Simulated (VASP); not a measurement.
Runs of VASP 6.6.1 on B3P. The structure is that of space group Pm-3m (No. 221), or close to it. The cells are those of the table. 

```csv
task,cell,k mesh,cutoff (eV),smearing,k mesh for the DOS,occupations for the DOS,gap on the mesh (eV),pressure (GPa),relaxed volume (Å³/atom)
single point,"a = 3.140 Å, 4 atoms",14 × 14 × 14,500,gaussian 0.1 eV,-,-,none,-0.3,-
relaxation of cell and atoms,"relaxed from a = 3.134 Å, 4 atoms",14 × 14 × 14,500,gaussian 0.1 eV,-,-,none,-0.1,(a)
single point,"a = 3.140 Å, 4 atoms",14 × 14 × 14,500,methfessel-paxton 0.1 eV,-,-,none,-0.4,-
relaxation of cell and atoms,"relaxed from a = 3.456 Å, 4 atoms",6 × 6 × 6,500,gaussian 0.1 eV,-,-,none,0.1,(b)
single point,"a = 3.456 Å, 4 atoms",6 × 6 × 6,500,gaussian 0.1 eV,-,-,none,-24.5,-
single point,"a = 3.134 Å, 4 atoms",6 × 6 × 6,500,gaussian 0.1 eV,-,-,none,-0.5,-
```

Alike in all rows: level PBE; potentials or basis VASP PAW PBE potentials, release 64 (B, P); no spin polarisation.

Task: Estimate the missing entries.

Result: (a) 7.73; (b) 7.66.

Caveats: the volume moved by over 15 % at a fixed basis, so the end points are rough (some runs).

A gap of «none» marks levels without a gap at the run's occupations.
